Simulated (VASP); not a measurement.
# FePt (P4/mmm) in VASP: further runs

The runs below take FePt through single point, with PBE.

All numbers are computed with VASP 6.6.1; they aren't measurements. Logs are shortened: lines on timing, memory, paths and dates and some standing lists are left out, and cuts for length are marked.

## 1. The cell of the first run

The structure is tetragonal, space group P4/mmm (No. 123). The conventional cell has a = 2.616 Å, b = 2.616 Å, c = 3.606 Å, α = 90.00°, β = 90.00°, γ = 90.00°. Within 3.4 Å of Fe (site symmetry 4/mmm) lie 8 Pt at 2.58 Å and 4 Fe at 2.62 Å. Pt (site symmetry 4/mmm) has 8 Fe at 2.58 Å and 4 Pt at 2.62 Å within 3.4 Å.

## 2. Single point, PBE, collinear spin, ferromagnetic start (12.34 Å³/atom)

INCAR

```
SYSTEM = FePt
PREC = Accurate
ENCUT = 520
EDIFF = 1E-6
ISMEAR = 0
SIGMA = 0.1
LREAL = .False.
LASPH = .True.
NELM = 150
ALGO = Fast
ISIF = 2
LWAVE = .False.
LCHARG = .False.
ISPIN = 2
MAGMOM = 3.28 0.42
LORBIT = 11
LMAXMIX = 4
GGA = PE
NBANDS = 20
```

KPOINTS

```
regular mesh
0
Gamma
  16 16 12
  0 0 0
```

POSCAR

```
FePt
1.0
    2.6162254188      0.0000000000      0.0000000000
    0.0000000000      2.6162254188      0.0000000000
    0.0000000000      0.0000000000      3.6058916536
Fe Pt
1 1
Direct
    0.0000000000      0.0000000000      0.0000000000
    0.5000000000      0.5000000000      0.5000000000
```

Potentials or basis: VASP PAW PBE potentials, release 64 (Fe, Pt).

Started as:

```console
> cat potpaw_PBE.64/Fe/POTCAR potpaw_PBE.64/Pt/POTCAR > POTCAR
> mpirun -np 1 vasp_std > vasp.out
```

OUTCAR:

```text
SYSTEM = FePt
   PREC = Accurate
   ENCUT = 520
   EDIFF = 1E-6
   ISMEAR = 0
   LREAL = .False.
   LASPH = .True.
   NELM = 150
   ISIF = 2
   ISPIN = 2
   LORBIT = 11
   GGA = PE

 ion  position               nearest neighbor table
   1  0.000  0.000  0.000-   2 2.58   2 2.58   2 2.58   2 2.58   2 2.58   2 2.58   2 2.58   2 2.58

   2  0.500  0.500  0.500-   1 2.58   1 2.58   1 2.58   1 2.58   1 2.58   1 2.58   1 2.58   1 2.58

  LATTYP: Found a simple tetragonal cell.
 ALAT       =     2.6162254188
 C/A-ratio  =     1.3782801848

  Lattice vectors:

 A1 = (   2.6162254188,   0.0000000000,   0.0000000000)
 A2 = (   0.0000000000,   2.6162254188,   0.0000000000)
 A3 = (   0.0000000000,   0.0000000000,   3.6058916536)

Analysis of symmetry for initial positions (statically):
=====================================================================
 Subroutine PRICEL returns:
 Original cell was already a primitive cell.

 Routine SETGRP: Setting up the symmetry group for a
 simple tetragonal supercell.

 Subroutine GETGRP returns: Found 16 space group operations
 (whereof 16 operations were pure point group operations)
 out of a pool of 16 trial point group operations.

The static configuration has the point symmetry D_4h.

Analysis of symmetry for dynamics (positions and initial velocities):
=====================================================================
 Subroutine PRICEL returns:
 Original cell was already a primitive cell.

 Routine SETGRP: Setting up the symmetry group for a
 simple tetragonal supercell.

 Subroutine GETGRP returns: Found 16 space group operations
 (whereof 16 operations were pure point group operations)
 out of a pool of 16 trial point group operations.

The dynamic configuration has the point symmetry D_4h.

Analysis of structural, dynamic, and magnetic symmetry:
=====================================================================
 Subroutine PRICEL returns:
 Original cell was already a primitive cell.

 Routine SETGRP: Setting up the symmetry group for a
 simple tetragonal supercell.

 Subroutine GETGRP returns: Found 16 space group operations
 (whereof 16 operations were pure point group operations)
 out of a pool of 16 trial point group operations.

The overall configuration has the point symmetry D_4h.

 Subroutine INISYM returns: Found 16 space group operations
 (whereof 16 operations are pure point group operations),
 and found     1 'primitive' translations

----------------------------------------------------------------------------------------

                                     Primitive cell

  volume of cell :      24.6810

  direct lattice vectors                    reciprocal lattice vectors
     2.616225419  0.000000000  0.000000000     0.382230060  0.000000000  0.000000000
     0.000000000  2.616225419  0.000000000     0.000000000  0.382230060  0.000000000
     0.000000000  0.000000000  3.605891654     0.000000000  0.000000000  0.277323918

  length of vectors
     2.616225419  2.616225419  3.605891654     0.382230060  0.382230060  0.277323918

  position of ions in fractional coordinates (direct lattice)
     0.000000000  0.000000000  0.000000000
     0.500000000  0.500000000  0.500000000

  ion indices of the primitive-cell ions
   primitive index   ion index
                 1           1
                 2           2

----------------------------------------------------------------------------------------

 KPOINTS: regular mesh

Automatic generation of k-mesh.
 Grid dimensions read from file:
 generate k-points for:   16   16   12

 Generating k-lattice:

  Cartesian coordinates                     Fractional coordinates (reciprocal lattice)
     0.023889379  0.000000000  0.000000000     0.062500000  0.000000000  0.000000000
     0.000000000  0.023889379  0.000000000     0.000000000  0.062500000  0.000000000
     0.000000000  0.000000000  0.023110326     0.000000000  0.000000000  0.083333333

  Length of vectors
     0.023889379  0.023889379  0.023110326

  Shift w.r.t. Gamma in fractional coordinates (k-lattice)
     0.000000000  0.000000000  0.000000000

 Subroutine IBZKPT returns following result:
 ===========================================

 Found    315 irreducible k-points:

 Following reciprocal coordinates:
            Coordinates               Weight
  0.000000  0.000000  0.000000      1.000000
  0.062500  0.000000  0.000000      4.000000
  0.125000  0.000000  0.000000      4.000000
  0.187500  0.000000  0.000000      4.000000
  0.250000  0.000000  0.000000      4.000000
  0.312500  0.000000  0.000000      4.000000
[... 16 lines left out ...]
  0.437500  0.125000  0.000000      8.000000
  0.500000  0.125000  0.000000      4.000000
 [... further k-points ...]
   k-points           NKPTS =    315   k-points in BZ     NKDIM =    315   number of bands    NBANDS=     20
   number of dos      NEDOS =    301   number of ions     NIONS =      2
   total plane-waves  NPLWV =  11200
   dimension x,y,z NGX =    20 NGY =   20 NGZ =   28
   dimension x,y,z NGXF=    40 NGYF=   40 NGZF=   56
   ions per type =               1   1
   NGX,Y,Z   is equivalent  to a cutoff of  12.71, 12.71, 12.91 a.u.
   NGXF,Y,Z  is equivalent  to a cutoff of  25.42, 25.42, 25.82 a.u.
 SYSTEM =  FePt
   PREC   = accura    normal or accurate (medium, high low for compatibility)
   ISTART =      0    job   : 0-new  1-cont  2-samecut
   ICHARG =      2    charge: 1-file 2-atom 10-const
   ISPIN  =      2    spin polarized calculation?
   LNONCOLLINEAR =      F non collinear calculations
   LSORBIT =      F    spin-orbit coupling
   LASPH  =      T    aspherical Exc in radial PAW
   ENCUT  =  520.0 eV  38.22 Ry    6.18 a.u.   4.86  4.86  6.70*2*pi/ulx,y,z
   NELM   =    150;   NELMIN=  2; NELMDL= -5     # of ELM steps
   EDIFF  = 0.1E-05   stopping-criterion for ELM
   LREAL  =      F    real-space projection
   EDIFFG = 0.1E-04   stopping-criterion for IOM
   NSW    =      0    number of steps for IOM
   IBRION =     -1    ionic relax: 0-MD 1-quasi-New 2-CG
   NFREE  =      0    steps in history (QN), initial steepest desc. (CG)
   ISIF   =      2    stress and relaxation
   ISYM   =      2    0-nonsym 1-usesym 2-fastsym
   POTIM  = 0.5000    time-step for ionic-motion
   TEBEG  =    0.0;   TEEND  =   0.0 temperature during run
   PSTRESS=    0.0 pullay stress
   NELECT =      18.0000    total number of electrons
   NUPDOWN=      -1.0000    fix difference up-down
   EMIN   =  10.00;   EMAX   =-10.00  energy-range for DOS
   EFERMI =   0.00;   METHOD = LEGACY
   ISMEAR =     0;   SIGMA  =   0.10  broadening in eV -4-tet -1-fermi 0-gaus
   EFERMI_NEDOS =   21; number of points for ismear=-14 and -15
   IALGO  =     68    algorithm
   IMIX   =      4    mixing-type and parameters
     AMIX     =   0.40;   BMIX     =  1.00
     AMIX_MAG =   1.60;   BMIX_MAG =  1.00
  volume/ion in A,a.u.               =      12.34        83.28
  Fermi-wavevector in a.u.,A,eV,Ry     =   1.473595  2.784690 29.544790  2.171481
  Thomas-Fermi vector in A             =   2.588469
   LORBIT       =     11    0 simple, 1 ext, 2 COOP (PROOUT), +10 PAW based schemes
   GGA     = PE    functional components
   LHFCALC =     F    Hartree Fock is set to
   AEXX    =    0.0000 exact exchange contribution
   IVDW    =     0    specifies the selected vdW correction
   LEPSILON=     F    determine dielectric tensor
   LRPA    =     F    only Hartree local field effects (RPA)
 spin polarized calculation
 RMM-DIIS sequential band-by-band and
 Gauss-broadening in eV      SIGMA  =   0.10
  energy-cutoff  :      520.00
  volume of cell :       24.68
 maximum number of plane-waves:       684
 NGX is ok and might be reduce to    20
   NGX =  9   NGY =  9   NGZ = 13

 number of electron      17.9999999 magnetization       3.0644461

 Free energy of the ion-electron system (eV)
  ---------------------------------------------------
  ext. energy  EPLUGINS =         0.00000000
  ---------------------------------------------------
  free energy    TOTEN  =       -14.49100288 eV

  energy without entropy =      -14.48559524  energy(sigma->0) =      -14.48829906

 E-fermi :  10.3271     XC(G=0): -13.7136

 val. band max:       10.3181342954   @ k =   0.3750   0.2500   0.1667
 cond. band min:      10.3340191267   @ k =   0.3125   0.1875   0.3333
 fundamental gap:      0.0158848312
 Fermi energy:        10.3270721156

 spin component 1

 k-point     1 :       0.0000    0.0000    0.0000
  band No.  band energies     occupation
      1      -0.1904      1.00000
      2       3.0812      1.00000
      3       3.1868      1.00000
      4       6.6259      1.00000
      5       6.6259      1.00000
      6       7.2967      1.00000
[... 12 lines left out ...]
     19      32.7660      0.00000
     20      32.7664      0.00000

 k-point     2 :       0.0625    0.0000    0.0000
  band No.  band energies     occupation
      1      -0.0749      1.00000
      2       3.1453      1.00000
      3       3.2704      1.00000
      4       6.5655      1.00000
      5       6.6608      1.00000
      6       7.3296      1.00000
[... 12 lines left out ...]
     19      32.7973      0.00000
     20      32.9878      0.00000
[... 465 lines left out ...]
      3       5.0017      1.00000
      4       5.0896      1.00000
      5       6.0733      1.00000
      6       6.7826      1.00000
[... 12 lines left out ...]
     19      33.8408      0.00000
     20      34.2107      0.00000

 k-point    24 :       0.5000    0.1250    0.0000
  band No.  band energies     occupation
      1       3.9543      1.00000
      2       4.6119      1.00000
      3       4.9328      1.00000
      4       5.1388      1.00000
      5       6.0299      1.00000
      6       6.7270      1.00000
[... 12 lines left out ...]
     19      33.7172      0.00000
     20      34.8647      0.00000

 [... further k-points ...]

 spin component 2

 k-point     1 :       0.0000    0.0000    0.0000
  band No.  band energies     occupation
      1      -0.0494      1.00000
      2       3.5286      1.00000
      3       3.5959      1.00000
      4       7.6189      1.00000
      5       7.6189      1.00000
      6       9.2335      1.00000
[... 12 lines left out ...]
     19      32.8735      0.00000
     20      32.8737      0.00000

 k-point     2 :       0.0625    0.0000    0.0000
  band No.  band energies     occupation
      1       0.0668      1.00000
      2       3.5936      1.00000
      3       3.6809      1.00000
      4       7.4999      1.00000
      5       7.6529      1.00000
      6       9.2655      1.00000
[... 12 lines left out ...]
     19      33.0754      0.00000
     20      33.0919      0.00000
[... 465 lines left out ...]
      3       5.3866      1.00000
      4       5.5714      1.00000
      5       7.2257      1.00000
      6       7.9605      1.00000
[... 12 lines left out ...]
     19      34.3993      0.00000
     20      34.4015      0.00000

 k-point    24 :       0.5000    0.1250    0.0000
  band No.  band energies     occupation
      1       4.1214      1.00000
      2       4.9322      1.00000
      3       5.4439      1.00000
      4       5.4829      1.00000
      5       7.2133      1.00000
      6       7.9938      1.00000
[... 12 lines left out ...]
     19      34.3833      0.00000
     20      35.3693      0.00000

 [... further k-points ...]

------------------------ aborting loop because EDIFF is reached ----------------------------------------

  FORCE on cell =-STRESS in cart. coord.  units (eV):
  Direction    XX          YY          ZZ          XY          YZ          ZX
  --------------------------------------------------------------------------------------
  -------------------------------------------------------------------------------------
  Total        5.3648397      5.3648397      5.3690786      0.0000000      0.0000000     -0.0000000
  in kB      348.2605968    348.2605968    348.5357641      0.0000000      0.0000000     -0.0000000
  external PRESSURE =     348.3523192 kB  Pullay stress =       0.0000000 kB

 VOLUME and BASIS-vectors are now :
 -----------------------------------------------------------------------------
  energy-cutoff  :      520.00
  volume of cell :       24.68
      direct lattice vectors                 reciprocal lattice vectors
     2.616225419  0.000000000  0.000000000     0.382230060  0.000000000  0.000000000
     0.000000000  2.616225419  0.000000000     0.000000000  0.382230060  0.000000000
     0.000000000  0.000000000  3.605891654     0.000000000  0.000000000  0.277323918

 POSITION                                       TOTAL-FORCE (eV/Angst)
 -----------------------------------------------------------------------------------
      0.00000      0.00000      0.00000         0.000000      0.000000      0.000000
      1.30811      1.30811      1.80295         0.000000      0.000000      0.000000
 -----------------------------------------------------------------------------------
    total drift:                               -0.000000      0.000000      0.000000

  FREE ENERGIE OF THE ION-ELECTRON SYSTEM (eV)
  ---------------------------------------------------
  free  energy   TOTEN  =       -14.4910028788 eV

  energy  without entropy=      -14.4855952368  energy(sigma->0) =      -14.48829906

 total charge

# of ion       s       p       d       tot
------------------------------------------
    1        0.453   0.551   6.244   7.248
    2        0.779   0.815   8.140   9.734
--------------------------------------------------
tot          1.232   1.366  14.384  16.982

 magnetization (x)

# of ion       s       p       d       tot
------------------------------------------
    1        0.002  -0.006   2.707   2.703
    2       -0.025  -0.071   0.411   0.316
--------------------------------------------------
tot         -0.023  -0.076   3.118   3.018
```

Run time: 4.8 min. Hardware: 1 thread of Oxide Virtual Turin-like, shared host; peak memory 0.31 GiB.

Results:

```yaml
Free_energy: -14.4910 eV
Pressure: 34.8 GPa
Net_moment: 3.06 μB per cell
Site_moments: Fe +2.70; Pt +0.32 μB
Valence_electrons_inside_the_program's_atomic_spheres: Fe 7.25; Pt 9.73
```

Caveat: the cell stands under pressure; spin-orbit coupling is left out, which moves the levels of the heavy elements.

## 3. Single point, PBE, collinear spin, ferromagnetic start (13.60 Å³/atom)

This run uses another cell than the first one, of 13.60 Å³/atom.

INCAR

```
SYSTEM = FePt
PREC = Accurate
ENCUT = 520
EDIFF = 1E-7
ISMEAR = 0
SIGMA = 0.1
LREAL = .False.
LASPH = .True.
NELM = 150
ALGO = Fast
ISIF = 2
LWAVE = .False.
LCHARG = .True.
ISPIN = 2
MAGMOM = 3.28 0.42
LORBIT = 11
LMAXMIX = 4
GGA = PE
LELF = .True.
LVHAR = .True.
NBANDS = 20
```

KPOINTS

```
Automatic mesh
0
Gamma
  16 16 12
  0 0 0
```

POSCAR

```
FePt
1.0
    2.7012294425      0.0000000000      0.0000000000
    0.0000000000      2.7012294425      0.0000000000
    0.0000000000      0.0000000000      3.7284567333
Fe Pt
1 1
Direct
    0.0000000000      0.0000000000      0.0000000000
    0.5000000000      0.5000000000      0.5000000000
```

Potentials or basis: VASP PAW PBE potentials, release 64 (Fe, Pt).

Started as:

```console
> cat potpaw_PBE.64/Fe/POTCAR potpaw_PBE.64/Pt/POTCAR > POTCAR
> mpirun -np 1 vasp_std > vasp.out
```

It took 8.6 min on 1 thread of Oxide Virtual Turin-like, shared host; peak memory 0.33 GiB.

Results (log left out):

| Item | Value |
| --- | --- |
| Free energy | -14.7947 eV |
| Pressure | 6.2 GPa |
| Net moment | 3.24 μB per cell |
| Site moments | Fe +2.89; Pt +0.32 μB |
| Valence electrons inside the program's atomic spheres | Fe 7.01; Pt 9.47 |

Stress tensor (GPa, compression positive):
```
6.17 0.00 0.00
0.00 6.17 0.00
0.00 0.00 6.26
```

Levels at points of the mesh, in eV from the Fermi level:
Spin up:
```tsv
k point	band 8	band 9	band 10	band 11	band 12	band 13	band 14	band 15
(0.00, 0.00, 0.00)	-1.94	-0.48	-0.36	-0.36	2.16	9.75	11.91	11.91
(0.50, 0.00, 0.00)	-2.50	-2.11	-1.61	0.24	2.16	10.45	10.58	12.57
(0.50, 0.50, 0.00)	-0.46	-0.46	0.65	1.70	1.70	7.86	10.29	10.88
(0.00, 0.00, 0.50)	-2.28	-2.15	-2.15	-1.80	-0.79	15.64	15.86	16.40
(0.50, 0.00, 0.50)	-0.84	-0.59	-0.51	-0.50	-0.37	4.86	6.93	16.23
(0.50, 0.50, 0.50)	-1.79	-0.98	0.65	6.95	6.95	7.87	8.51	8.62
```
Spin down:
| k point | band 5 | band 6 | band 7 | band 8 | band 9 | band 10 | band 11 | band 12 |
| --- | --- | --- | --- | --- | --- | --- | --- | --- |
| (0.00, 0.00, 0.00) | -2.38 | -0.86 | -0.72 | 0.56 | 1.71 | 1.71 | 1.73 | 2.34 |
| (0.50, 0.00, 0.00) | -2.49 | -1.36 | -1.23 | -0.93 | 0.55 | 0.73 | 2.49 | 2.64 |
| (0.50, 0.50, 0.00) | 1.02 | 1.29 | 1.68 | 1.77 | 1.77 | 1.77 | 1.83 | 1.83 |
| (0.00, 0.00, 0.50) | -1.90 | -1.90 | -1.46 | -0.54 | 0.13 | 0.47 | 0.47 | 1.49 |
| (0.50, 0.00, 0.50) | -2.22 | -0.49 | -0.48 | -0.42 | 0.97 | 1.51 | 1.62 | 1.66 |
| (0.50, 0.50, 0.50) | -1.53 | -1.38 | -1.38 | 0.77 | 1.03 | 1.78 | 7.66 | 7.66 |

Caveat: the cell stands under pressure; spin-orbit coupling is left out, which moves the levels of the heavy elements.
